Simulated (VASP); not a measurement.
# HfN in VASP: a series of runs, part 2 of 2

VASP 6.6.1. The steps go on from the part before.

**4. Single point, LDA**

INCAR

```
SYSTEM = HfN
  PREC = Accurate
  ENCUT = 520
  EDIFF = 1E-6
  ISMEAR = -1
  SIGMA = 0.08
  LREAL = .FALSE.
  LASPH = .TRUE.
  NELM = 80
  ALGO = Normal
  ISIF = 2
  LWAVE = .FALSE.
  LCHARG = .FALSE.
  LDIPOL = .TRUE.
  IDIPOL = 3
  DIPOL = 0.5 0.5 0.500
  GGA = CA
  NBANDS = 32
```

KPOINTS

```
Automatic mesh
0
G
  13 13 1
  0 0 0
```

POSCAR

```
HfN
1.0
    3.1594338637      0.0000000000      0.0000000000
    0.0000000000      3.1594338637      0.0000000000
    0.0000000000      0.0000000000     20.4681000000
Hf N
3 3
Direct
    0.2500000000      0.2500000000      0.3967978342
    0.7500000000      0.7500000000      0.4999999966
    0.2500000000      0.2500000000      0.6032021723
    0.7500000000      0.7500000000      0.3870498989
    0.2500000000      0.2500000000      0.5000000021
    0.7500000000      0.7500000000      0.6129500960
```

Potentials or basis: VASP PAW LDA potentials, release 64 (Hf_pv, N).

Command:

```console
$ cat potpaw_LDA.64/Hf_pv/POTCAR potpaw_LDA.64/N/POTCAR > POTCAR
$ mpirun -np 1 vasp_std > vasp.out
```

OUTCAR:

```text
SYSTEM = HfN
   PREC = Accurate
   ENCUT = 520
   EDIFF = 1E-6
   ISMEAR = -1
   LREAL = .FALSE.
   LASPH = .TRUE.
   NELM = 80
   ISIF = 2
   GGA = CA

 ion  position               nearest neighbor table
   1  0.250  0.250  0.397-   5 2.11   4 2.24   4 2.24   4 2.24   4 2.24   2 3.07   2 3.07   2 3.07
                             2 3.07
   2  0.750  0.750  0.500-   5 2.23   5 2.23   5 2.23   5 2.23   4 2.31   6 2.31   1 3.07   1 3.07
                             1 3.07   1 3.07   3 3.07   3 3.07   3 3.07   3 3.07
   3  0.250  0.250  0.603-   5 2.11   6 2.24   6 2.24   6 2.24   6 2.24   2 3.07   2 3.07   2 3.07
                             2 3.07
   4  0.750  0.750  0.387-   1 2.24   1 2.24   1 2.24   1 2.24   2 2.31
   5  0.250  0.250  0.500-   1 2.11   3 2.11   2 2.23   2 2.23   2 2.23   2 2.23
   6  0.750  0.750  0.613-   3 2.24   3 2.24   3 2.24   3 2.24   2 2.31

  LATTYP: Found a simple tetragonal cell.
 ALAT       =     3.1594338637
 C/A-ratio  =     6.4784074879

  Lattice vectors:

 A1 = (   3.1594338637,   0.0000000000,   0.0000000000)
 A2 = (   0.0000000000,   3.1594338637,   0.0000000000)
 A3 = (   0.0000000000,   0.0000000000,  20.4681000000)

[... 198 lines left out ...]
      2     -30.6434      2.00000
      3     -30.1737      2.00000
      4     -30.1737      2.00000
      5     -30.0619      2.00000
      6     -30.0619      2.00000
[... 829 lines left out ...]
     31       5.5220      0.00000
     32       5.7650      0.00000

 [... further k-points ...]

------------------------ aborting loop because EDIFF is reached ----------------------------------------

 vacuum level on the upper side and lower side of the slab       (xc-potential included)        -0.207        -0.207

  FORCE on cell =-STRESS in cart. coord.  units (eV):
  Direction    XX          YY          ZZ          XY          YZ          ZX
  --------------------------------------------------------------------------------------
  -------------------------------------------------------------------------------------
  Total       -5.9750043     -5.9750043     -0.3661798     -0.0000000      0.0000000      0.0000000
  in kB      -46.8546538    -46.8546538     -2.8715002     -0.0000000      0.0000000      0.0000000
  external PRESSURE =     -32.1936026 kB  Pullay stress =       0.0000000 kB

 VOLUME and BASIS-vectors are now :
 -----------------------------------------------------------------------------
  energy-cutoff  :      520.00
  volume of cell :      204.31
      direct lattice vectors                 reciprocal lattice vectors
     3.159433864  0.000000000  0.000000000     0.316512402  0.000000000  0.000000000
     0.000000000  3.159433864  0.000000000     0.000000000  0.316512402  0.000000000
     0.000000000  0.000000000 20.468100000     0.000000000  0.000000000  0.048856513

 POSITION                                       TOTAL-FORCE (eV/Angst)
 -----------------------------------------------------------------------------------
      0.78986      0.78986      8.12170        -0.000000     -0.000000      0.024452
      2.36958      2.36958     10.23405         0.000000     -0.000000      0.000000
      0.78986      0.78986     12.34640         0.000000      0.000000     -0.024452
      2.36958      2.36958      7.92218        -0.000000     -0.000000      0.046642
      0.78986      0.78986     10.23405         0.000000     -0.000000      0.000000
      2.36958      2.36958     12.54592        -0.000000      0.000000     -0.046642
 -----------------------------------------------------------------------------------
    total drift:                               -0.000000     -0.000000      0.000354

  FREE ENERGIE OF THE ION-ELECTRON SYSTEM (eV)
  ---------------------------------------------------
  free  energy   TOTEN  =       -69.2809183114 eV

  energy  without entropy=      -69.2401244662  energy(sigma->0) =      -69.26052139

 vacuum level on the upper side and lower side of the slab         3.498         3.498
```

OSZICAR:

```text
N       E                     dE             d eps       ncg     rms          rms(c)
DAV:   1     0.255885158687E+03    0.25589E+03   -0.23769E+04  2152   0.120E+03
DAV:   2    -0.558178879033E+02   -0.31170E+03   -0.30039E+03  2336   0.308E+02
DAV:   3    -0.795549153313E+02   -0.23737E+02   -0.23339E+02  2280   0.731E+01
[... 16 lines left out ...]
DAV:  20    -0.692808638256E+02   -0.40002E-04   -0.67456E-06  1768   0.410E-03    0.313E-03
DAV:  21    -0.692809029097E+02   -0.39084E-04   -0.38807E-06  1640   0.300E-03    0.663E-03
DAV:  22    -0.692809128182E+02   -0.99085E-05   -0.97887E-07  1752   0.212E-03    0.878E-04
DAV:  23    -0.692809179295E+02   -0.51113E-05   -0.72896E-07  1528   0.809E-04    0.122E-03
DAV:  24    -0.692809183114E+02   -0.38189E-06   -0.43738E-08  1568   0.341E-04
   1 F= -.69280918E+02 E0= -.69260521E+02  d E =-.407938E-01
```

Wall time 2.2 min (1 thread of AMD EPYC 9R45 (Zen 5), shared host); peak memory 0.3 GiB.

What came out:

```yaml
Free_energy: -69.2809 eV
Largest_force: 0.047 eV/Å
Band_gap_on_the_k_mesh: zero (an odd number of electrons rules out a gap without spin polarisation)
```

Forces in eV/Å, atoms in the order of the input:
```
Hf   0.000  0.000  0.024
Hf   0.000  0.000  0.000
Hf   0.000  0.000 -0.024
N    0.000  0.000  0.047
N    0.000  0.000  0.000
N    0.000  0.000 -0.047
```

Levels at points of the mesh, in eV from the Fermi level:
| k point | band 20 | band 21 | band 22 | band 23 | band 24 | band 25 | band 26 | band 27 |
| --- | --- | --- | --- | --- | --- | --- | --- | --- |
| (0.00, 0.00, 0.00) | -2.80 | -2.57 | -2.57 | -2.22 | -0.70 | -0.05 | 0.25 | 0.25 |

Caveat: spin-orbit coupling is left out, which moves the levels of the heavy elements.

**5. Single point, LDA**

INCAR

```
ALGO     = Normal         # electronic algorithm
DIPOL    = 0.5 0.5 0.500
EDIFF    = 1E-6           # SCF threshold, eV
ENCUT    = 520            # plane-wave cutoff, eV
IDIPOL   = 3            
ISIF     = 2              # what is computed and relaxed
ISMEAR   = -1             # smearing method
LASPH    = T              # aspherical terms in the spheres
LCHARG   = T              # write CHGCAR
LDIPOL   = T            
LELF     = T              # ELF
LREAL    = F              # projectors in reciprocal space
LVACPOTAV= T            
LVHAR    = T            
LWAVE    = F              # write WAVECAR
NBANDS   = 32             # bands
NELM     = 80             # most SCF steps
PREC     = Accurate       # precision mode
SIGMA    = 0.08           # smearing width, eV
```

KPOINTS

```
k-points
0
Gamma
  13 13 1
```

POSCAR is that of step 4.

Potentials or basis: VASP PAW LDA potentials, release 64 (Hf_pv, N).

Command:

```console
$ cat potpaw_LDA.64/Hf_pv/POTCAR potpaw_LDA.64/N/POTCAR > POTCAR
$ mpirun -np 1 vasp_std > vasp.out
```

OUTCAR:

```text
EDIFF = 1E-6
   ENCUT = 520
   ISIF = 2
   ISMEAR = -1
   LASPH = T
   LREAL = F
   NELM = 80
   PREC = Accurate

 ion  position               nearest neighbor table
   1  0.250  0.250  0.397-   5 2.11   4 2.24   4 2.24   4 2.24   4 2.24   2 3.07   2 3.07   2 3.07
                             2 3.07
   2  0.750  0.750  0.500-   5 2.23   5 2.23   5 2.23   5 2.23   4 2.31   6 2.31   1 3.07   1 3.07
                             1 3.07   1 3.07   3 3.07   3 3.07   3 3.07   3 3.07
   3  0.250  0.250  0.603-   5 2.11   6 2.24   6 2.24   6 2.24   6 2.24   2 3.07   2 3.07   2 3.07
                             2 3.07
   4  0.750  0.750  0.387-   1 2.24   1 2.24   1 2.24   1 2.24   2 2.31
   5  0.250  0.250  0.500-   1 2.11   3 2.11   2 2.23   2 2.23   2 2.23   2 2.23
   6  0.750  0.750  0.613-   3 2.24   3 2.24   3 2.24   3 2.24   2 2.31

  LATTYP: Found a simple tetragonal cell.
 ALAT       =     3.1594338637
 C/A-ratio  =     6.4784074879

  Lattice vectors:

 A1 = (   3.1594338637,   0.0000000000,   0.0000000000)
 A2 = (   0.0000000000,   3.1594338637,   0.0000000000)
 A3 = (   0.0000000000,   0.0000000000,  20.4681000000)

Analysis of symmetry for initial positions (statically):
=====================================================================
 Subroutine PRICEL returns:
 Original cell was already a primitive cell.

 Routine SETGRP: Setting up the symmetry group for a
 simple tetragonal supercell.

[... 186 lines left out ...]

 k-point     1 :       0.0000    0.0000    0.0000
  band No.  band energies     occupation
      1     -30.7793      2.00000
      2     -30.6434      2.00000
      3     -30.1737      2.00000
      4     -30.1737      2.00000
      5     -30.0619      2.00000
      6     -30.0619      2.00000
[... 829 lines left out ...]
     31       5.5220      0.00000
     32       5.7650      0.00000

 [... further k-points ...]
[... 5 lines left out ...]
  --------------------------------------------------------------------------------------
  -------------------------------------------------------------------------------------
  Total       -5.9750043     -5.9750043     -0.3661798     -0.0000000      0.0000000      0.0000000
  in kB      -46.8546538    -46.8546538     -2.8715002     -0.0000000      0.0000000      0.0000000
  external PRESSURE =     -32.1936026 kB  Pullay stress =       0.0000000 kB

 VOLUME and BASIS-vectors are now :
 -----------------------------------------------------------------------------
  energy-cutoff  :      520.00
  volume of cell :      204.31
      direct lattice vectors                 reciprocal lattice vectors
     3.159433864  0.000000000  0.000000000     0.316512402  0.000000000  0.000000000
     0.000000000  3.159433864  0.000000000     0.000000000  0.316512402  0.000000000
     0.000000000  0.000000000 20.468100000     0.000000000  0.000000000  0.048856513

 POSITION                                       TOTAL-FORCE (eV/Angst)
 -----------------------------------------------------------------------------------
      0.78986      0.78986      8.12170        -0.000000     -0.000000      0.024452
      2.36958      2.36958     10.23405         0.000000     -0.000000      0.000000
      0.78986      0.78986     12.34640         0.000000      0.000000     -0.024452
      2.36958      2.36958      7.92218        -0.000000     -0.000000      0.046642
      0.78986      0.78986     10.23405         0.000000     -0.000000      0.000000
      2.36958      2.36958     12.54592        -0.000000      0.000000     -0.046642
 -----------------------------------------------------------------------------------
    total drift:                               -0.000000     -0.000000      0.000354

  FREE ENERGIE OF THE ION-ELECTRON SYSTEM (eV)
  ---------------------------------------------------
  free  energy   TOTEN  =       -69.2809183114 eV

  energy  without entropy=      -69.2401244662  energy(sigma->0) =      -69.26052139

 vacuum level on the upper side and lower side of the slab         3.684         3.684
```

OSZICAR:

```text
N       E                     dE             d eps       ncg     rms          rms(c)
DAV:   1     0.255885158687E+03    0.25589E+03   -0.23769E+04  2152   0.120E+03
DAV:   2    -0.558178879033E+02   -0.31170E+03   -0.30039E+03  2336   0.308E+02
DAV:   3    -0.795549153313E+02   -0.23737E+02   -0.23339E+02  2280   0.731E+01
[... 16 lines left out ...]
DAV:  20    -0.692808638256E+02   -0.40002E-04   -0.67456E-06  1768   0.410E-03    0.313E-03
DAV:  21    -0.692809029097E+02   -0.39084E-04   -0.38807E-06  1640   0.300E-03    0.663E-03
DAV:  22    -0.692809128182E+02   -0.99085E-05   -0.97887E-07  1752   0.212E-03    0.878E-04
DAV:  23    -0.692809179295E+02   -0.51113E-05   -0.72896E-07  1528   0.809E-04    0.122E-03
DAV:  24    -0.692809183114E+02   -0.38189E-06   -0.43738E-08  1568   0.341E-04
   1 F= -.69280918E+02 E0= -.69260521E+02  d E =-.407938E-01
```

It took 2.2 min on 1 thread of AMD EPYC 9R45 (Zen 5), shared host; peak memory 0.3 GiB.

What came out:

```yaml
Free_energy: -69.2809 eV
Largest_force: 0.047 eV/Å
Band_gap_on_the_k_mesh: zero (an odd number of electrons rules out a gap without spin polarisation)
```

Forces in eV/Å, atoms in the order of the input:
```
Hf   0.000  0.000  0.024
Hf   0.000  0.000  0.000
Hf   0.000  0.000 -0.024
N    0.000  0.000  0.047
N    0.000  0.000  0.000
N    0.000  0.000 -0.047
```

Caveat: spin-orbit coupling is left out, which moves the levels of the heavy elements.
